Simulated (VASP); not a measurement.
# SnSe (Fm-3m) in VASP: notebook

Runs on SnSe. Level: LDA. Tasks: single point.

All numbers are computed with VASP 6.6.1; they aren't measurements. Logs are shortened: lines on timing, memory, paths and dates and some standing lists are left out, and cuts for length are marked.

## Step 1: The cell of the first run

It takes space group Fm-3m (No. 225, cubic). Conventional cell: a = 5.897 Å, b = 5.897 Å, c = 5.897 Å, α = 90.00°, β = 90.00°, γ = 90.00°. Within 3.9 Å of Sn (site symmetry m-3m) lie 6 Se at 2.95 Å. Se (site symmetry m-3m) has 6 Sn at 2.95 Å within 3.9 Å.

## Step 2: Single point, LDA (volume scaled by 0.94)

The input, INCAR:

```
SYSTEM = SnSe
PREC = Accurate
ENCUT = 520
EDIFF = 1E-6
ISMEAR = -1
SIGMA = 0.02
LREAL = .FALSE.
LASPH = .TRUE.
NELM = 60
ALGO = Normal
ISIF = 2
LWAVE = .FALSE.
LCHARG = .FALSE.
GGA = CA
NBANDS = 17
```

The input, KPOINTS:

```
Automatic mesh
0
G
  9 9 9
  0 0 0
```

The input, POSCAR:

```
SnSe
1.0
    0.0000000000      2.9485541872      2.9485541872
    2.9485541872      0.0000000000      2.9485541872
    2.9485541872      2.9485541872      0.0000000000
Sn Se
1 1
Direct
    0.0000000000      0.0000000000      0.0000000000
    0.5000000000      0.5000000000      0.5000000000
```

Potentials or basis: VASP PAW LDA potentials, release 64 (Sn_d, Se).

Command:

```
cat potpaw_LDA.64/Sn_d/POTCAR potpaw_LDA.64/Se/POTCAR > POTCAR
mpirun -np 1 vasp_std > vasp.out
```

OUTCAR:

```text
SYSTEM = SnSe
   PREC = Accurate
   ENCUT = 520
   EDIFF = 1E-6
   ISMEAR = -1
   LREAL = .FALSE.
   LASPH = .TRUE.
   NELM = 60
   ISIF = 2
   GGA = CA

 ion  position               nearest neighbor table
   1  0.000  0.000  0.000-   2 2.95   2 2.95   2 2.95   2 2.95   2 2.95   2 2.95
   2  0.500  0.500  0.500-   1 2.95   1 2.95   1 2.95   1 2.95   1 2.95   1 2.95

  LATTYP: Found a face centered cubic cell.
 ALAT       =     5.8971083744

  Lattice vectors:

 A1 = (   0.0000000000,   2.9485541872,   2.9485541872)
 A2 = (   2.9485541872,   0.0000000000,   2.9485541872)
 A3 = (   2.9485541872,   2.9485541872,   0.0000000000)

Analysis of symmetry for initial positions (statically):
=====================================================================
 Subroutine PRICEL returns:
 Original cell was already a primitive cell.

 Routine SETGRP: Setting up the symmetry group for a
 face centered cubic supercell.

 Subroutine GETGRP returns: Found 48 space group operations
 (whereof 48 operations were pure point group operations)
 out of a pool of 48 trial point group operations.

The static configuration has the point symmetry O_h .

Analysis of symmetry for dynamics (positions and initial velocities):
=====================================================================
 Subroutine PRICEL returns:
 Original cell was already a primitive cell.

 Routine SETGRP: Setting up the symmetry group for a
 face centered cubic supercell.

 Subroutine GETGRP returns: Found 48 space group operations
 (whereof 48 operations were pure point group operations)
 out of a pool of 48 trial point group operations.

The dynamic configuration has the point symmetry O_h .

 Subroutine INISYM returns: Found 48 space group operations
 (whereof 48 operations are pure point group operations),
 and found     1 'primitive' translations

----------------------------------------------------------------------------------------

                                     Primitive cell

  volume of cell :      51.2693

  direct lattice vectors                    reciprocal lattice vectors
     0.000000000  2.948554187  2.948554187    -0.169574635  0.169574635  0.169574635
     2.948554187  0.000000000  2.948554187     0.169574635 -0.169574635  0.169574635
     2.948554187  2.948554187  0.000000000     0.169574635  0.169574635 -0.169574635

  length of vectors
     4.169885321  4.169885321  4.169885321     0.293711883  0.293711883  0.293711883

  position of ions in fractional coordinates (direct lattice)
     0.000000000  0.000000000  0.000000000
[... 77 lines left out ...]
   NELM   =     60;   NELMIN=  2; NELMDL= -5     # of ELM steps
   EDIFF  = 0.1E-05   stopping-criterion for ELM
   LREAL  =      F    real-space projection
   EDIFFG = 0.1E-04   stopping-criterion for IOM
   NSW    =      0    number of steps for IOM
   IBRION =     -1    ionic relax: 0-MD 1-quasi-New 2-CG
   NFREE  =      0    steps in history (QN), initial steepest desc. (CG)
   ISIF   =      2    stress and relaxation
   ISYM   =      2    0-nonsym 1-usesym 2-fastsym
   POTIM  = 0.5000    time-step for ionic-motion
   TEBEG  =    0.0;   TEEND  =   0.0 temperature during run
   PSTRESS=    0.0 pullay stress
   NELECT =      20.0000    total number of electrons
   NUPDOWN=      -1.0000    fix difference up-down
   EMIN   =  10.00;   EMAX   =-10.00  energy-range for DOS
   EFERMI =   0.00;   METHOD = LEGACY
   ISMEAR =    -1;   SIGMA  =   0.02  broadening in eV -4-tet -1-fermi 0-gaus
   EFERMI_NEDOS =   21; number of points for ismear=-14 and -15
   IALGO  =     38    algorithm
   IMIX   =      4    mixing-type and parameters
     AMIX     =   0.40;   BMIX     =  1.00
     AMIX_MAG =   1.60;   BMIX_MAG =  1.00
  volume/ion in A,a.u.               =      25.63       172.99
  Fermi-wavevector in a.u.,A,eV,Ry     =   1.196187  2.260466 19.468075  1.430863
  Thomas-Fermi vector in A             =   2.332134
   LORBIT       =      0    0 simple, 1 ext, 2 COOP (PROOUT), +10 PAW based schemes
   GGA     = CA    functional components
   LHFCALC =     F    Hartree Fock is set to
   AEXX    =    0.0000 exact exchange contribution
   IVDW    =     0    specifies the selected vdW correction
   LEPSILON=     F    determine dielectric tensor
   LRPA    =     F    only Hartree local field effects (RPA)
 non-spin polarized calculation
  energy-cutoff  :      520.00
  volume of cell :       51.27
 maximum number of plane-waves:      1411
   NGX = 15   NGY = 15   NGZ = 15

 number of electron      19.9999999 magnetization

 Free energy of the ion-electron system (eV)
  ---------------------------------------------------
  ext. energy  EPLUGINS =         0.00000000
  ---------------------------------------------------
  free energy    TOTEN  =        -9.50209691 eV

  energy without entropy =       -9.50209629  energy(sigma->0) =       -9.50209660

 E-fermi :   6.3768     XC(G=0): -10.1576

 val. band max:        6.1600101696   @ k =  -0.3333   0.1111   0.0000
 cond. band min:       6.5935385628   @ k =  -0.3333   0.1111   0.0000
 fundamental gap:      0.4335283932
 Fermi energy:         6.3767747216

 k-point     1 :       0.0000    0.0000    0.0000
  band No.  band energies     occupation
      1     -15.3512      2.00000
      2     -15.3512      2.00000
      3     -15.3464      2.00000
      4     -15.3464      2.00000
      5     -15.3464      2.00000
      6      -8.1597      2.00000
[... 457 lines left out ...]
      4     -15.3236      2.00000
      5     -15.3236      2.00000
      6      -6.7942      2.00000
[... 9 lines left out ...]
     16      18.3090      0.00000
     17      18.9918      0.00000

 [... further k-points ...]

------------------------ aborting loop because EDIFF is reached ----------------------------------------

  FORCE on cell =-STRESS in cart. coord.  units (eV):
  Direction    XX          YY          ZZ          XY          YZ          ZX
  --------------------------------------------------------------------------------------
  -------------------------------------------------------------------------------------
  Total        0.0391259      0.0391259      0.0391259      0.0000000      0.0000000      0.0000000
  in kB        1.2226940      1.2226940      1.2226940      0.0000000      0.0000000      0.0000000
  external PRESSURE =       1.2226940 kB  Pullay stress =       0.0000000 kB

 VOLUME and BASIS-vectors are now :
 -----------------------------------------------------------------------------
  energy-cutoff  :      520.00
  volume of cell :       51.27
      direct lattice vectors                 reciprocal lattice vectors
     0.000000000  2.948554187  2.948554187    -0.169574635  0.169574635  0.169574635
     2.948554187  0.000000000  2.948554187     0.169574635 -0.169574635  0.169574635
     2.948554187  2.948554187  0.000000000     0.169574635  0.169574635 -0.169574635

 POSITION                                       TOTAL-FORCE (eV/Angst)
 -----------------------------------------------------------------------------------
      0.00000      0.00000      0.00000         0.000000      0.000000      0.000000
      2.94855      2.94855      2.94855        -0.000000     -0.000000     -0.000000
 -----------------------------------------------------------------------------------
    total drift:                                0.000000     -0.000000     -0.000000

  FREE ENERGIE OF THE ION-ELECTRON SYSTEM (eV)
  ---------------------------------------------------
  free  energy   TOTEN  =        -9.5020969068 eV

  energy  without entropy=       -9.5020962946  energy(sigma->0) =       -9.50209660
```

OSZICAR:

```text
N       E                     dE             d eps       ncg     rms          rms(c)
DAV:   1     0.134297900115E+03    0.13430E+03   -0.97387E+03  1199   0.146E+03
DAV:   2     0.369078874752E+01   -0.13061E+03   -0.12623E+03  1280   0.352E+02
DAV:   3    -0.933413478815E+01   -0.13025E+02   -0.12901E+02  1487   0.960E+01
DAV:   4    -0.965845628646E+01   -0.32432E+00   -0.32408E+00  1383   0.161E+01
DAV:   5    -0.966764497046E+01   -0.91887E-02   -0.91882E-02  1674   0.267E+00    0.348E+00
DAV:   6    -0.951047718740E+01    0.15717E+00   -0.36737E-01  1747   0.372E+00    0.211E+00
DAV:   7    -0.950356163244E+01    0.69156E-02   -0.60906E-02  1468   0.113E+00    0.943E-01
DAV:   8    -0.950224900975E+01    0.13126E-02   -0.61360E-03  1495   0.679E-01    0.729E-02
DAV:   9    -0.950209677963E+01    0.15223E-03   -0.11192E-03  1734   0.263E-01    0.399E-02
DAV:  10    -0.950209615296E+01    0.62667E-06   -0.94451E-05  1465   0.572E-02    0.817E-03
DAV:  11    -0.950209690680E+01   -0.75384E-06   -0.63603E-06  1455   0.186E-02
   1 F= -.95020969E+01 E0= -.95020966E+01  d E =-.612207E-06
```

It took 13 s on 1 thread of Intel Xeon Platinum 8488C (Sapphire Rapids), shared host; peak memory 0.16 GiB.

Results:

```
Free energy : -9.5021 eV
Pressure    : 0.1 GPa
```

Levels at points of the mesh, in eV from the Fermi level:
```csv
k point,band 7,band 8,band 9,band 10,band 11,band 12,band 13,band 14
"(0.00, 0.00, 0.00)",-5.21,-2.58,-2.58,-2.58,4.22,4.22,4.22,5.56
```

Caveat: this odd mesh misses L, where the gap lies, so gap, dielectric constants and Born charges aren't listed; spin-orbit coupling is left out, which moves the levels of the heavy elements.

## Step 3: Single point, LDA (volume scaled by 0.96)

The input, INCAR:

```
PREC     = Accurate       # precision mode
ENCUT    = 520            # plane-wave cutoff, eV
EDIFF    = 1E-6           # SCF threshold, eV
ISMEAR   = -1             # smearing method
SIGMA    = 0.02           # smearing width, eV
LREAL    = False          # projectors in reciprocal space
LASPH    = True           # aspherical terms in the spheres
NELM     = 100            # most SCF steps
ALGO     = Normal         # electronic algorithm
ISIF     = 2              # what is computed and relaxed
LWAVE    = False          # write WAVECAR
LCHARG   = False          # write CHGCAR
GGA      = CA             # functional
NBANDS   = 17             # bands
```

The input, KPOINTS:

```
regular mesh
0
Gamma
  9 9 9
```

The input, POSCAR:

```
SnSe
1.0
    0.0000000000      2.9693193375      2.9693193375
    2.9693193375      0.0000000000      2.9693193375
    2.9693193375      2.9693193375      0.0000000000
Sn Se
1 1
Direct
    0.0000000000      0.0000000000      0.0000000000
    0.5000000000      0.5000000000      0.5000000000
```

Potentials or basis: VASP PAW LDA potentials, release 64 (Sn_d, Se).

Command:

```
cat potpaw_LDA.64/Sn_d/POTCAR potpaw_LDA.64/Se/POTCAR > POTCAR
mpirun -np 1 vasp_std > vasp.out
```

It took 14 s on 1 thread of Intel Xeon Platinum 8488C (Sapphire Rapids), shared host; peak memory 0.17 GiB.

The run converged. Its results:

| Property | Result |
| --- | --- |
| Free energy | -9.4988 eV |
| Pressure | -1.1 GPa |

Levels at points of the mesh, in eV from the Fermi level:
| k point | band 8 | band 9 | band 10 | band 11 | band 12 | band 13 |
| --- | --- | --- | --- | --- | --- | --- |
| (0.00, 0.00, 0.00) | -2.50 | -2.50 | -2.50 | 4.16 | 4.16 | 4.16 |

Caveat: this odd mesh misses L, where the gap lies, so gap, dielectric constants and Born charges aren't listed; spin-orbit coupling is left out, which moves the levels of the heavy elements.

## Step 4: Single point, LDA (volume scaled by 0.98)

The input, INCAR:

```
SYSTEM = SnSe
  ALGO = Normal
  EDIFF = 1E-7
  ENCUT = 520
  GGA = CA
  ISIF = 2
  ISMEAR = -1
  LASPH = .True.
  LCHARG = .False.
  LREAL = .False.
  LWAVE = .False.
  NBANDS = 17
  NELM = 60
  PREC = Accurate
  SIGMA = 0.02
```

The input, KPOINTS:

```
k-points
0
Gamma
  9 9 9
  0 0 0
```

The input, POSCAR:

```
SnSe
1.0
    0.0000000000      2.9897980490      2.9897980490
    2.9897980490      0.0000000000      2.9897980490
    2.9897980490      2.9897980490      0.0000000000
Sn Se
1 1
Direct
    0.0000000000      0.0000000000      0.0000000000
    0.5000000000      0.5000000000      0.5000000000
```

Command:

```
cat potpaw_LDA.64/Sn_d/POTCAR potpaw_LDA.64/Se/POTCAR > POTCAR
mpirun -np 1 vasp_std > vasp.out
```

It took 14 s on 1 thread of Intel Xeon Platinum 8488C (Sapphire Rapids), shared host; peak memory 0.16 GiB.

The run converged. Its results:

* Free energy: -9.4876 eV
* Pressure: -2.2 GPa

Levels at points of the mesh, in eV from the Fermi level:
| k point | band 8 | band 9 | band 10 | band 11 | band 12 | band 13 |
| --- | --- | --- | --- | --- | --- | --- |
| (0.00, 0.00, 0.00) | -2.42 | -2.42 | -2.42 | 4.10 | 4.10 | 4.10 |

Caveat: this odd mesh misses L, where the gap lies, so gap, dielectric constants and Born charges aren't listed; spin-orbit coupling is left out, which moves the levels of the heavy elements.

## Step 5: Single point, LDA (volume scaled by 0.98)

The input, INCAR:

```
SYSTEM = SnSe
PREC = Accurate
ENCUT = 520
EDIFF = 1E-6
ISMEAR = -1
SIGMA = 0.02
LREAL = .False.
LASPH = .True.
NELM = 100
ALGO = Normal
ISIF = 2
LWAVE = .False.
LCHARG = .False.
NBANDS = 17
```

The input, KPOINTS:

```
regular mesh
0
Gamma
  9 9 9
  0 0 0
```

POSCAR is that of step 4.

Command:

```
cat potpaw_LDA.64/Sn_d/POTCAR potpaw_LDA.64/Se/POTCAR > POTCAR
mpirun -np 1 vasp_std > vasp.out
```

Wall time 17 s (1 thread of Intel Xeon Platinum 8488C (Sapphire Rapids), shared host); peak memory 0.16 GiB.

Results (log left out):

| Quantity | Value |
| --- | --- |
| Free energy | -9.4876 eV |
| Pressure | -2.2 GPa |

Levels at points of the mesh, in eV from the Fermi level:
```tsv
k point	band 6	band 7	band 8	band 9	band 10	band 11	band 12	band 13	band 14	band 15
(0.00, 0.00, 0.00)	-14.20	-5.32	-2.42	-2.42	-2.42	4.10	4.10	4.10	5.64	5.64
```

Caveat: this odd mesh misses L, where the gap lies, so gap, dielectric constants and Born charges aren't listed; spin-orbit coupling is left out, which moves the levels of the heavy elements.

## Step 6: Single point, LDA (volume scaled by 1.02)

The input, INCAR:

```
SYSTEM = SnSe
ALGO     = Normal         ! electronic algorithm
EDIFF    = 1E-6           ! SCF threshold, eV
ENCUT    = 520            ! plane-wave cutoff, eV
GGA      = CA             ! functional
ISIF     = 2              ! what is computed and relaxed
ISMEAR   = -1             ! smearing method
LASPH    = .TRUE.         ! aspherical terms in the spheres
LCHARG   = .FALSE.        ! write CHGCAR
LREAL    = .FALSE.        ! projectors in reciprocal space
LWAVE    = .FALSE.        ! write WAVECAR
NBANDS   = 17             ! bands
NELM     = 80             ! most SCF steps
PREC     = Accurate       ! precision mode
SIGMA    = 0.02           ! smearing width, eV
```

The input, KPOINTS:

```
k-points
0
G
  9 9 9
  0 0 0
```

The input, POSCAR:

```
SnSe
1.0
    0.0000000000      3.0299343558      3.0299343558
    3.0299343558      0.0000000000      3.0299343558
    3.0299343558      3.0299343558      0.0000000000
Sn Se
1 1
Direct
    0.0000000000      0.0000000000      0.0000000000
    0.5000000000      0.5000000000      0.5000000000
```

Potentials or basis: VASP PAW LDA potentials, release 64 (Sn_d, Se).

Command:

```
cat potpaw_LDA.64/Sn_d/POTCAR potpaw_LDA.64/Se/POTCAR > POTCAR
mpirun -np 1 vasp_std > vasp.out
```

Run time: 16 s. Hardware: 1 thread of Intel Xeon Platinum 8488C (Sapphire Rapids), shared host; peak memory 0.17 GiB.

Results (log left out):

- Free energy: -9.4450 eV
- Pressure: -4.0 GPa

Levels at points of the mesh, in eV from the Fermi level:
```tsv
k point	band 7	band 8	band 9	band 10	band 11	band 12	band 13	band 14
(0.00, 0.00, 0.00)	-5.41	-2.27	-2.27	-2.27	3.98	3.98	3.98	5.72
```

Caveat: this odd mesh misses L, where the gap lies, so gap, dielectric constants and Born charges aren't listed; spin-orbit coupling is left out, which moves the levels of the heavy elements.

## Step 7: Overview

| cell | pressure (GPa) |
| --- | --- |
| a = 4.170 Å, angles 60.0°, 2 atoms | 0.1 |
| a = 4.199 Å, angles 60.0°, 2 atoms | -1.1 |
| a = 4.228 Å, angles 60.0°, 2 atoms | -2.2 |
| a = 4.285 Å, angles 60.0°, 2 atoms | -4.0 |

Alike in all rows: task single point; level LDA; potentials or basis VASP PAW LDA potentials, release 64 (Sn_d, Se); no spin polarisation; k mesh 9 × 9 × 9; cutoff (eV) 520; smearing fermi-dirac 0.02 eV.

Caveats: spin-orbit coupling is left out, which moves the levels of the heavy elements.

Total energies depend on the potentials used, so only differences within one code and one set of settings carry meaning.
